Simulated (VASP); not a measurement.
# Os (Fd-3m) in VASP: further runs, part 2 of 3

VASP 6.6.1. The steps go on from the part before.

## (3) Single point, PBEsol (18.33 Å³/atom)

This run uses another cell than the first one, of 18.33 Å³/atom.

INCAR

```
SYSTEM = Os
PREC     = Accurate       ! precision mode
ENCUT    = 520            ! plane-wave cutoff, eV
EDIFF    = 1E-6           ! SCF threshold, eV
ISMEAR   = -1             ! smearing method
SIGMA    = 0.1            ! smearing width, eV
LREAL    = .FALSE.        ! projectors in reciprocal space
LASPH    = .TRUE.         ! aspherical terms in the spheres
NELM     = 60             ! most SCF steps
ALGO     = Normal         ! electronic algorithm
ISIF     = 2              ! what is computed and relaxed
LWAVE    = .FALSE.        ! write WAVECAR
LCHARG   = .FALSE.        ! write CHGCAR
GGA      = PS             ! functional
NBANDS   = 15             ! bands
```

KPOINTS

```
regular mesh
0
G
  11 11 11
  0 0 0
```

POSCAR

```
Os
1.0
    0.0000000000      2.6364351930      2.6364351930
    2.6364351930      0.0000000000      2.6364351930
    2.6364351930      2.6364351930      0.0000000000
Os
2
Direct
    0.1250000000      0.1250000000      0.1250000000
    0.8750000000      0.8750000000      0.8750000000
```

Potentials or basis: VASP PAW PBE potentials, release 64 (Os).

Launch:

```sh
$ cat potpaw_PBE.64/Os/POTCAR > POTCAR
$ mpirun -np 1 vasp_std > vasp.out
```

OUTCAR:

```text
SYSTEM = Os
   PREC = Accurate
   ENCUT = 520
   EDIFF = 1E-6
   ISMEAR = -1
   LREAL = .FALSE.
   LASPH = .TRUE.
   NELM = 60
   ISIF = 2
   GGA = PS

 ion  position               nearest neighbor table
   1  0.125  0.125  0.125-   2 2.28   2 2.28   2 2.28   2 2.28
   2  0.875  0.875  0.875-   1 2.28   1 2.28   1 2.28   1 2.28

  LATTYP: Found a face centered cubic cell.
 ALAT       =     5.2728703860

  Lattice vectors:

 A1 = (   0.0000000000,   2.6364351930,   2.6364351930)
 A2 = (   2.6364351930,   0.0000000000,   2.6364351930)
 A3 = (   2.6364351930,   2.6364351930,   0.0000000000)

Analysis of symmetry for initial positions (statically):
=====================================================================
 Subroutine PRICEL returns:
 Original cell was already a primitive cell.

 Routine SETGRP: Setting up the symmetry group for a
 face centered cubic supercell.

 Subroutine GETGRP returns: Found 48 space group operations
 (whereof 12 operations were pure point group operations)
 out of a pool of 48 trial point group operations.

The static configuration has the point symmetry D_3d.
 The point group associated with its full space group is O_h .

Analysis of symmetry for dynamics (positions and initial velocities):
=====================================================================
 Subroutine PRICEL returns:
 Original cell was already a primitive cell.

 Routine SETGRP: Setting up the symmetry group for a
 face centered cubic supercell.

 Subroutine GETGRP returns: Found 48 space group operations
 (whereof 12 operations were pure point group operations)
 out of a pool of 48 trial point group operations.

The dynamic configuration has the point symmetry D_3d.
 The point group associated with its full space group is O_h .

 Subroutine INISYM returns: Found 48 space group operations
 (whereof 12 operations are pure point group operations),
 and found     1 'primitive' translations

[... 121 lines left out ...]
   AEXX    =    0.0000 exact exchange contribution
   IVDW    =     0    specifies the selected vdW correction
   LEPSILON=     F    determine dielectric tensor
   LRPA    =     F    only Hartree local field effects (RPA)
 non-spin polarized calculation
  energy-cutoff  :      520.00
  volume of cell :       36.65
 maximum number of plane-waves:       998
   NGX = 13   NGY = 13   NGZ = 13

 number of electron      16.0000001 magnetization

 Free energy of the ion-electron system (eV)
  ---------------------------------------------------
  ext. energy  EPLUGINS =         0.00000000
  ---------------------------------------------------
  free energy    TOTEN  =       -21.10997149 eV

  energy without entropy =      -21.06101467  energy(sigma->0) =      -21.08549308

 E-fermi :   5.9419     XC(G=0): -12.1893

 val. band max:        5.9402810297   @ k =   0.4545   0.2727   0.0000
 cond. band min:       5.9439693678   @ k =   0.3636   0.2727   0.0909
 fundamental gap:      0.0036883382
 Fermi energy:         5.9418559666

 k-point     1 :       0.0000    0.0000    0.0000
  band No.  band energies     occupation
      1      -2.6504      2.00000
      2       0.7909      2.00000
      3       0.7909      2.00000
      4       1.8149      2.00000
      5       1.8149      2.00000
      6       1.8149      2.00000
      7       5.2982      1.99680
      8       5.2982      1.99680
      9       5.2982      1.99680
     10       9.2400      0.00000
     11       9.2400      0.00000
     12      17.5991      0.00000
     13      18.2144      0.00000
     14      19.1647      0.00000
[... 401 lines left out ...]
      2       0.2338      2.00000
      3       0.9985      2.00000
      4       1.2951      2.00000
      5       1.9673      2.00000
      6       3.0593      2.00000
      7       4.2257      2.00000
      8       4.6602      1.99999
      9       6.0705      0.43285
     10       7.9560      0.00000
     11       9.5725      0.00000
     12      14.3098      0.00000
     13      14.8502      0.00000
     14      17.1285      0.00000
     15      18.8922      0.00000

 [... further k-points ...]

------------------------ aborting loop because EDIFF is reached ----------------------------------------

  FORCE on cell =-STRESS in cart. coord.  units (eV):
  Direction    XX          YY          ZZ          XY          YZ          ZX
  --------------------------------------------------------------------------------------
  -------------------------------------------------------------------------------------
  Total        8.2504640      8.2504640      8.2504640     -0.0000000     -0.0000000      0.0000000
  in kB      360.6680414    360.6680414    360.6680414     -0.0000000     -0.0000000      0.0000000
  external PRESSURE =     360.6680414 kB  Pullay stress =       0.0000000 kB

 VOLUME and BASIS-vectors are now :
 -----------------------------------------------------------------------------
  energy-cutoff  :      520.00
  volume of cell :       36.65
      direct lattice vectors                 reciprocal lattice vectors
     0.000000000  2.636435193  2.636435193    -0.189650025  0.189650025  0.189650025
     2.636435193  0.000000000  2.636435193     0.189650025 -0.189650025  0.189650025
     2.636435193  2.636435193  0.000000000     0.189650025  0.189650025 -0.189650025

 POSITION                                       TOTAL-FORCE (eV/Angst)
 -----------------------------------------------------------------------------------
      0.65911      0.65911      0.65911        -0.000000     -0.000000     -0.000000
      4.61376      4.61376      4.61376         0.000000      0.000000      0.000000
 -----------------------------------------------------------------------------------
    total drift:                                0.000000     -0.000000     -0.000000

  FREE ENERGIE OF THE ION-ELECTRON SYSTEM (eV)
  ---------------------------------------------------
  free  energy   TOTEN  =       -21.1099714882 eV

  energy  without entropy=      -21.0610146694  energy(sigma->0) =      -21.08549308
```

OSZICAR:

```text
N       E                     dE             d eps       ncg     rms          rms(c)
DAV:   1     0.925285818185E+02    0.92529E+02   -0.70581E+03  1680   0.983E+02
DAV:   2    -0.169613971520E+02   -0.10949E+03   -0.92953E+02  1820   0.304E+02
DAV:   3    -0.217992101930E+02   -0.48378E+01   -0.46695E+01  2079   0.568E+01
DAV:   4    -0.218371165280E+02   -0.37906E-01   -0.37856E-01  1932   0.524E+00
DAV:   5    -0.218373043945E+02   -0.18787E-03   -0.18786E-03  2072   0.364E-01    0.177E+01
DAV:   6    -0.213186979738E+02    0.51861E+00   -0.31940E-01  2002   0.424E+00    0.949E+00
DAV:   7    -0.211184910198E+02    0.20021E+00   -0.22792E-01  1974   0.346E+00    0.131E+00
DAV:   8    -0.211099521962E+02    0.85388E-02   -0.18647E-02  1764   0.121E+00    0.219E-01
DAV:   9    -0.211099929826E+02   -0.40786E-04   -0.26212E-04  1925   0.136E-01    0.346E-02
DAV:  10    -0.211099712710E+02    0.21712E-04   -0.20295E-05  1974   0.407E-02    0.431E-03
DAV:  11    -0.211099714882E+02   -0.21715E-06   -0.68430E-07  1302   0.591E-03
   1 F= -.21109971E+02 E0= -.21085493E+02  d E =-.489568E-01
```

stdout:

```text
POSCAR found type information on POSCAR Os
 POSCAR found :  1 types and       2 ions
 scaLAPACK will be used
 -----------------------------------------------------------------------------
|                                                                             |
|                                                                             |
|     You enforced a specific xc type in the INCAR file but a different       |
|     I HOPE YOU KNOW WHAT YOU ARE DOING!                                     |
|                                                                             |
 -----------------------------------------------------------------------------

 LDA part: xc-table for (Slater+PW92), standard interpolation
 POSCAR, INCAR and KPOINTS ok, starting setup
 FFT: planning ... GRIDC
 FFT: planning ... GRID_SOFT
 FFT: planning ... GRID
 WAVECAR not read
 entering main loop
```

Run time: 42 s. Hardware: 1 thread of Intel Xeon 8259CL, shared host; peak memory 0.17 GiB.

Results:

- Free energy: -21.1100 eV
- Pressure: 36.1 GPa
- Band gap on the k mesh: zero (bands 8 and 9 overlap by 1.23 eV)

Caveat: the cell stands under pressure; the PAW data sets were made with another functional, which shifts forces and pressure a little; spin-orbit coupling is left out, which moves the levels of the heavy elements.

(Part 2 of 3 ends here.)

The gap in the log of VASP goes by the Fermi energy; the results here count the filled bands.